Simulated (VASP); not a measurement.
# Pt3Pb (Pm-3m) in VASP: a series of runs

Runs on Pt3Pb. Level: LDA. Tasks: single point, relaxation of cell and atoms.

Program: VASP 6.6.1. These are calculated values, not measurements. Logs are shortened: lines on timing, memory, paths and dates and some standing lists are left out, and cuts for length are marked.

### Step 1. The cell of the first run

Symmetry: Pm-3m, No. 221, cubic system. The conventional cell has a = 4.013 Å, b = 4.013 Å, c = 4.013 Å, α = 90.00°, β = 90.00°, γ = 90.00°. Within 3.7 Å of Pt (site symmetry 4/mmm) lie 8 Pt at 2.84 Å and 4 Pb at 2.84 Å. Within 3.7 Å of Pb (site symmetry m-3m) lie 12 Pt at 2.84 Å.

### Step 2. Single point, LDA (16.16 Å³/atom)

Input file INCAR:

```
SYSTEM = Pt3Pb
PREC = Accurate
ENCUT = 520
EDIFF = 1E-6
ISMEAR = -1
SIGMA = 0.15
LREAL = .FALSE.
LASPH = .TRUE.
NELM = 100
ALGO = Normal
ISIF = 2
LWAVE = .FALSE.
LCHARG = .FALSE.
NBANDS = 30
```

Input file KPOINTS:

```
regular mesh
0
G
  10 10 10
  0 0 0
```

Input file POSCAR:

```
Pt3Pb
1.0
    4.0133298470      0.0000000000      0.0000000000
    0.0000000000      4.0133298470      0.0000000000
    0.0000000000      0.0000000000      4.0133298470
Pt Pb
3 1
Direct
    0.0000000000      0.5000000000      0.5000000000
    0.5000000000      0.0000000000      0.5000000000
    0.5000000000      0.5000000000      0.0000000000
    0.0000000000      0.0000000000      0.0000000000
```

Potentials or basis: VASP PAW LDA potentials, release 64 (Pt, Pb_d).

Started as:

```bash
$ cat potpaw_LDA.64/Pt/POTCAR potpaw_LDA.64/Pb_d/POTCAR > POTCAR
$ mpirun -np 1 vasp_std > vasp.out
```

OUTCAR:

```text
SYSTEM = Pt3Pb
   PREC = Accurate
   ENCUT = 520
   EDIFF = 1E-6
   ISMEAR = -1
   LREAL = .FALSE.
   LASPH = .TRUE.
   NELM = 100
   ISIF = 2

 ion  position               nearest neighbor table
   1  0.000  0.500  0.500-   2 2.84   3 2.84   4 2.84   3 2.84   4 2.84   2 2.84   4 2.84   4 2.84
                             2 2.84   3 2.84   3 2.84   2 2.84
   2  0.500  0.000  0.500-   1 2.84   3 2.84   4 2.84   3 2.84   4 2.84   1 2.84   3 2.84   3 2.84
                             1 2.84   4 2.84   4 2.84   1 2.84
   3  0.500  0.500  0.000-   1 2.84   2 2.84   4 2.84   1 2.84   2 2.84   2 2.84   4 2.84   2 2.84
                             1 2.84   4 2.84   1 2.84   4 2.84
   4  0.000  0.000  0.000-   1 2.84   2 2.84   3 2.84   1 2.84   2 2.84   1 2.84   3 2.84   1 2.84
                             2 2.84   3 2.84   2 2.84   3 2.84

  LATTYP: Found a simple cubic cell.
 ALAT       =     4.0133298470

  Lattice vectors:

 A1 = (   4.0133298470,   0.0000000000,   0.0000000000)
 A2 = (   0.0000000000,   4.0133298470,   0.0000000000)
 A3 = (   0.0000000000,   0.0000000000,   4.0133298470)

Analysis of symmetry for initial positions (statically):
=====================================================================
 Subroutine PRICEL returns:
 Original cell was already a primitive cell.

 Routine SETGRP: Setting up the symmetry group for a
 simple cubic supercell.

 Subroutine GETGRP returns: Found 48 space group operations
 (whereof 48 operations were pure point group operations)
 out of a pool of 48 trial point group operations.

The static configuration has the point symmetry O_h .

Analysis of symmetry for dynamics (positions and initial velocities):
=====================================================================
 Subroutine PRICEL returns:
 Original cell was already a primitive cell.

 Routine SETGRP: Setting up the symmetry group for a
 simple cubic supercell.

 Subroutine GETGRP returns: Found 48 space group operations
 (whereof 48 operations were pure point group operations)
 out of a pool of 48 trial point group operations.

The dynamic configuration has the point symmetry O_h .

 Subroutine INISYM returns: Found 48 space group operations
 (whereof 48 operations are pure point group operations),
 and found     1 'primitive' translations

----------------------------------------------------------------------------------------

                                     Primitive cell

  volume of cell :      64.6420

  direct lattice vectors                    reciprocal lattice vectors
     4.013329847  0.000000000  0.000000000     0.249169652  0.000000000  0.000000000
     0.000000000  4.013329847  0.000000000     0.000000000  0.249169652  0.000000000
     0.000000000  0.000000000  4.013329847     0.000000000  0.000000000  0.249169652

  length of vectors
     4.013329847  4.013329847  4.013329847     0.249169652  0.249169652  0.249169652

  position of ions in fractional coordinates (direct lattice)
     0.000000000  0.500000000  0.500000000
     0.500000000  0.000000000  0.500000000
     0.500000000  0.500000000  0.000000000
     0.000000000  0.000000000  0.000000000

  ion indices of the primitive-cell ions
   primitive index   ion index
                 1           1
                 2           2
                 3           3
                 4           4

----------------------------------------------------------------------------------------

 KPOINTS: regular mesh

Automatic generation of k-mesh.
 Grid dimensions read from file:
 generate k-points for:   10   10   10

 Generating k-lattice:

  Cartesian coordinates                     Fractional coordinates (reciprocal lattice)
     0.024916965  0.000000000  0.000000000     0.100000000  0.000000000  0.000000000
     0.000000000  0.024916965  0.000000000     0.000000000  0.100000000  0.000000000
     0.000000000  0.000000000  0.024916965     0.000000000  0.000000000  0.100000000

  Length of vectors
     0.024916965  0.024916965  0.024916965

  Shift w.r.t. Gamma in fractional coordinates (k-lattice)
     0.000000000  0.000000000  0.000000000

 Subroutine IBZKPT returns following result:
 ===========================================

 Found     56 irreducible k-points:

 Following reciprocal coordinates:
            Coordinates               Weight
  0.000000  0.000000  0.000000      1.000000
  0.100000  0.000000  0.000000      6.000000
  0.200000  0.000000  0.000000      6.000000
  0.300000  0.000000  0.000000      6.000000
  0.400000  0.000000  0.000000      6.000000
  0.500000  0.000000  0.000000      3.000000
[... 16 lines left out ...]
  0.200000  0.100000  0.100000     24.000000
  0.300000  0.100000  0.100000     24.000000
 [... further k-points ...]
   k-points           NKPTS =     56   k-points in BZ     NKDIM =     56   number of bands    NBANDS=     30
   number of dos      NEDOS =    301   number of ions     NIONS =      4
   total plane-waves  NPLWV =  27000
   dimension x,y,z NGX =    30 NGY =   30 NGZ =   30
   dimension x,y,z NGXF=    60 NGYF=   60 NGZF=   60
   ions per type =               3   1
   NGX,Y,Z   is equivalent  to a cutoff of  12.43, 12.43, 12.43 a.u.
   NGXF,Y,Z  is equivalent  to a cutoff of  24.85, 24.85, 24.85 a.u.
 SYSTEM =  Pt3Pb
   PREC   = accura    normal or accurate (medium, high low for compatibility)
   ISTART =      0    job   : 0-new  1-cont  2-samecut
   ICHARG =      2    charge: 1-file 2-atom 10-const
   ISPIN  =      1    spin polarized calculation?
   LNONCOLLINEAR =      F non collinear calculations
   LSORBIT =      F    spin-orbit coupling
   LASPH  =      T    aspherical Exc in radial PAW
   ENCUT  =  520.0 eV  38.22 Ry    6.18 a.u.   7.46  7.46  7.46*2*pi/ulx,y,z
   NELM   =    100;   NELMIN=  2; NELMDL= -5     # of ELM steps
   EDIFF  = 0.1E-05   stopping-criterion for ELM
   LREAL  =      F    real-space projection
   EDIFFG = 0.1E-04   stopping-criterion for IOM
   NSW    =      0    number of steps for IOM
   IBRION =     -1    ionic relax: 0-MD 1-quasi-New 2-CG
   NFREE  =      0    steps in history (QN), initial steepest desc. (CG)
   ISIF   =      2    stress and relaxation
   ISYM   =      2    0-nonsym 1-usesym 2-fastsym
   POTIM  = 0.5000    time-step for ionic-motion
   TEBEG  =    0.0;   TEEND  =   0.0 temperature during run
   PSTRESS=    0.0 pullay stress
   NELECT =      44.0000    total number of electrons
   NUPDOWN=      -1.0000    fix difference up-down
   EMIN   =  10.00;   EMAX   =-10.00  energy-range for DOS
   EFERMI =   0.00;   METHOD = LEGACY
   ISMEAR =    -1;   SIGMA  =   0.15  broadening in eV -4-tet -1-fermi 0-gaus
   EFERMI_NEDOS =   21; number of points for ismear=-14 and -15
   IALGO  =     38    algorithm
   IMIX   =      4    mixing-type and parameters
     AMIX     =   0.40;   BMIX     =  1.00
     AMIX_MAG =   1.60;   BMIX_MAG =  1.00
  volume/ion in A,a.u.               =      16.16       109.06
  Fermi-wavevector in a.u.,A,eV,Ry     =   1.440083  2.721362 28.216295  2.073839
  Thomas-Fermi vector in A             =   2.558867
   LORBIT       =      0    0 simple, 1 ext, 2 COOP (PROOUT), +10 PAW based schemes
   GGA     = CA    functional components
   LHFCALC =     F    Hartree Fock is set to
   AEXX    =    0.0000 exact exchange contribution
   IVDW    =     0    specifies the selected vdW correction
   LEPSILON=     F    determine dielectric tensor
   LRPA    =     F    only Hartree local field effects (RPA)
 non-spin polarized calculation
  energy-cutoff  :      520.00
  volume of cell :       64.64
 maximum number of plane-waves:      1771
 NGX is ok and might be reduce to    30
   NGX = 15   NGY = 15   NGZ = 15

 number of electron      44.0000016 magnetization

 Free energy of the ion-electron system (eV)
  ---------------------------------------------------
  ext. energy  EPLUGINS =         0.00000000
  ---------------------------------------------------
  free energy    TOTEN  =       -27.14956046 eV

  energy without entropy =      -27.05760846  energy(sigma->0) =      -27.10358446

 E-fermi :  11.8786     XC(G=0): -13.4079

 val. band max:       11.7848080876   @ k =   0.1000   0.1000   0.0000
 cond. band min:      11.9016366791   @ k =   0.5000   0.5000   0.5000
 fundamental gap:      0.1168285915
 Fermi energy:        11.8786129690

 k-point     1 :       0.0000    0.0000    0.0000
  band No.  band energies     occupation
      1      -5.6386      2.00000
      2      -5.6386      2.00000
      3      -5.5761      2.00000
      4      -5.5761      2.00000
      5      -5.5761      2.00000
      6      -0.9965      2.00000
[... 22 lines left out ...]
     29      19.7065      0.00000
     30      19.7065      0.00000

 k-point     2 :       0.1000    0.0000    0.0000
  band No.  band energies     occupation
      1      -5.6331      2.00000
      2      -5.6256      2.00000
      3      -5.5749      2.00000
      4      -5.5712      2.00000
      5      -5.5712      2.00000
      6      -0.8874      2.00000
[... 22 lines left out ...]
     29      19.7900      0.00000
     30      20.2846      0.00000

 k-point     3 :       0.2000    0.0000    0.0000
  band No.  band energies     occupation
      1      -5.6189      2.00000
      2      -5.5915      2.00000
      3      -5.5719      2.00000
      4      -5.5581      2.00000
      5      -5.5581      2.00000
      6      -0.5676      2.00000
[... 22 lines left out ...]
     29      19.6779      0.00000
     30      20.5851      0.00000

 k-point     4 :       0.3000    0.0000    0.0000
  band No.  band energies     occupation
      1      -5.6012      2.00000
      2      -5.5680      2.00000
      3      -5.5493      2.00000
      4      -5.5419      2.00000
      5      -5.5419      2.00000
      6      -0.0674      2.00000
[... 22 lines left out ...]
     29      19.7475      0.00000
     30      20.1422      0.00000

 k-point     5 :       0.4000    0.0000    0.0000
  band No.  band energies     occupation
      1      -5.5869      2.00000
      2      -5.5650      2.00000
      3      -5.5286      2.00000
      4      -5.5286      2.00000
      5      -5.5151      2.00000
      6       0.5133      2.00000
[... 22 lines left out ...]
     29      19.8772      0.00000
     30      20.4234      0.00000
[... 526 lines left out ...]
     29      20.8718      0.00000
     30      20.8719      0.00000

 k-point    22 :       0.1000    0.1000    0.1000
  band No.  band energies     occupation
      1      -5.6133      2.00000
      2      -5.6133      2.00000
      3      -5.5657      2.00000
      4      -5.5657      2.00000
      5      -5.5650      2.00000
      6      -0.6739      2.00000
[... 22 lines left out ...]
     29      20.6192      0.00000
     30      20.6192      0.00000

 k-point    23 :       0.2000    0.1000    0.1000
  band No.  band energies     occupation
      1      -5.6036      2.00000
      2      -5.5839      2.00000
      3      -5.5613      2.00000
      4      -5.5541      2.00000
      5      -5.5537      2.00000
      6      -0.3644      2.00000
[... 22 lines left out ...]
     29      20.0697      0.00000
     30      21.0725      0.00000

 k-point    24 :       0.3000    0.1000    0.1000
  band No.  band energies     occupation
      1      -5.5886      2.00000
      2      -5.5641      2.00000
      3      -5.5481      2.00000
      4      -5.5417      2.00000
      5      -5.5315      2.00000
      6       0.1144      2.00000
[... 22 lines left out ...]
     29      20.0637      0.00000
     30      21.2741      0.00000

 [... further k-points ...]

------------------------ aborting loop because EDIFF is reached ----------------------------------------

  FORCE on cell =-STRESS in cart. coord.  units (eV):
  Direction    XX          YY          ZZ          XY          YZ          ZX
  --------------------------------------------------------------------------------------
  -------------------------------------------------------------------------------------
  Total        2.1867260      2.1867260      2.1867260      0.0000000      0.0000000     -0.0000000
  in kB       54.1988888     54.1988888     54.1988888      0.0000000      0.0000000     -0.0000000
  external PRESSURE =      54.1988888 kB  Pullay stress =       0.0000000 kB

 VOLUME and BASIS-vectors are now :
 -----------------------------------------------------------------------------
  energy-cutoff  :      520.00
  volume of cell :       64.64
      direct lattice vectors                 reciprocal lattice vectors
     4.013329847  0.000000000  0.000000000     0.249169652  0.000000000  0.000000000
     0.000000000  4.013329847  0.000000000     0.000000000  0.249169652  0.000000000
     0.000000000  0.000000000  4.013329847     0.000000000  0.000000000  0.249169652

 POSITION                                       TOTAL-FORCE (eV/Angst)
 -----------------------------------------------------------------------------------
      0.00000      2.00666      2.00666         0.000000      0.000000      0.000000
      2.00666      0.00000      2.00666         0.000000      0.000000      0.000000
      2.00666      2.00666      0.00000         0.000000      0.000000      0.000000
      0.00000      0.00000      0.00000         0.000000      0.000000      0.000000
 -----------------------------------------------------------------------------------
    total drift:                                0.000000      0.000000     -0.000000

  FREE ENERGIE OF THE ION-ELECTRON SYSTEM (eV)
  ---------------------------------------------------
  free  energy   TOTEN  =       -27.1495604602 eV

  energy  without entropy=      -27.0576084619  energy(sigma->0) =      -27.10358446
```

Run time: 2.3 min. Hardware: 1 thread of Oxide Virtual Turin-like, shared host; peak memory 0.18 GiB.

What came out:

- Free energy: -27.1496 eV
- Pressure: 5.4 GPa
- Band gap on the k mesh: zero (bands 22 and 23 overlap by 0.45 eV)

Caveat: the cell stands under pressure; spin-orbit coupling is left out, which moves the levels of the heavy elements.

### Step 3. Single point, LDA

This run uses another cell than the first one, of 16.49 Å³/atom.

Input file INCAR:

```
SYSTEM = Pt3Pb
ALGO = Fast ; EDIFF = 1E-7
ENCUT = 520 ; GGA = CA
ISIF = 2 ; ISMEAR = -1
LASPH = .TRUE. ; LCHARG = .TRUE.
LELF = .TRUE. ; LREAL = .FALSE.
LVHAR = .TRUE. ; LWAVE = .FALSE.
NBANDS = 30 ; NELM = 100
PREC = Accurate ; SIGMA = 0.15
```

Input file KPOINTS:

```
k-points
0
G
  10 10 10
  0 0 0
```

Input file POSCAR:

```
Pt3Pb
1.0
    4.0404477632      0.0000000000      0.0000000000
    0.0000000000      4.0404477632      0.0000000000
    0.0000000000      0.0000000000      4.0404477632
Pt Pb
3 1
Direct
    0.0000000000      0.5000000000      0.5000000000
    0.5000000000      0.0000000000      0.5000000000
    0.5000000000      0.5000000000      0.0000000000
    0.0000000000      0.0000000000      0.0000000000
```

Potentials or basis: VASP PAW LDA potentials, release 64 (Pt, Pb_d).

Started as:

```bash
$ cat potpaw_LDA.64/Pt/POTCAR potpaw_LDA.64/Pb_d/POTCAR > POTCAR
$ mpirun -np 1 vasp_std > vasp.out
```

Wall time 3.5 min (1 thread of Oxide Virtual Turin-like, shared host); peak memory 0.18 GiB.

Results (log left out):

* Free energy: -27.1754 eV
* Pressure: 0.7 GPa
* Band gap on the k mesh: zero (bands 22 and 23 overlap by 0.44 eV)

Levels at points of the mesh, in eV from the Fermi level:
| k point | band 19 | band 20 | band 21 | band 22 | band 23 | band 24 | band 25 | band 26 |
| --- | --- | --- | --- | --- | --- | --- | --- | --- |
| (0.00, 0.00, 0.00) | -1.12 | -1.12 | -0.48 | 0.03 | 0.03 | 0.03 | 1.60 | 6.18 |
| (0.50, 0.00, 0.00) | -2.50 | -2.40 | -1.18 | 0.04 | 1.09 | 4.07 | 4.07 | 5.54 |
| (0.50, 0.50, 0.00) | -2.29 | -2.13 | -1.94 | -1.60 | 0.82 | 0.82 | 4.80 | 7.03 |
| (0.50, 0.50, 0.50) | -2.00 | -2.00 | -0.80 | -0.40 | -0.40 | -0.40 | -0.05 | 3.54 |

Caveat: spin-orbit coupling is left out, which moves the levels of the heavy elements.

### Step 4. Single point, LDA (16.82 Å³/atom)

This run uses another cell than the first one, of 16.82 Å³/atom.

Input file INCAR:

```
SYSTEM = Pt3Pb
PREC = Accurate
ENCUT = 520
EDIFF = 1E-6
ISMEAR = -1
SIGMA = 0.15
LREAL = .FALSE.
LASPH = .TRUE.
NELM = 100
ALGO = Fast
ISIF = 2
LWAVE = .FALSE.
LCHARG = .FALSE.
GGA = CA
NBANDS = 30
```

Input file KPOINTS:

```
Automatic mesh
0
G
  10 10 10
  0 0 0
```

Input file POSCAR:

```
Pt3Pb
1.0
    4.0672064752      0.0000000000      0.0000000000
    0.0000000000      4.0672064752      0.0000000000
    0.0000000000      0.0000000000      4.0672064752
Pt Pb
3 1
Direct
    0.0000000000      0.5000000000      0.5000000000
    0.5000000000      0.0000000000      0.5000000000
    0.5000000000      0.5000000000      0.0000000000
    0.0000000000      0.0000000000      0.0000000000
```

Started as:

```bash
$ cat potpaw_LDA.64/Pt/POTCAR potpaw_LDA.64/Pb_d/POTCAR > POTCAR
$ mpirun -np 1 vasp_std > vasp.out
```

Wall time 79 s (1 thread of Oxide Virtual Turin-like, shared host); peak memory 0.18 GiB.

The run converged. Its results:

* Free energy: -27.1644 eV
* Pressure: -3.5 GPa
* Band gap on the k mesh: zero (bands 22 and 23 overlap by 0.42 eV)

Levels at points of the mesh, in eV from the Fermi level:
```csv
k point,band 20,band 21,band 22,band 23,band 24,band 25
"(0.00, 0.00, 0.00)",-1.04,-0.47,0.02,0.02,0.02,1.47
"(0.50, 0.00, 0.00)",-2.32,-1.14,0.03,1.03,4.01,4.01
"(0.50, 0.50, 0.00)",-2.06,-1.88,-1.57,0.80,0.80,4.74
"(0.50, 0.50, 0.50)",-1.94,-0.72,-0.39,-0.39,-0.39,-0.11
```

Caveat: the cell stands under tension; spin-orbit coupling is left out, which moves the levels of the heavy elements.

[end of part 1 of 2]

The gap in the log of VASP goes by the Fermi energy; the results here count the filled bands.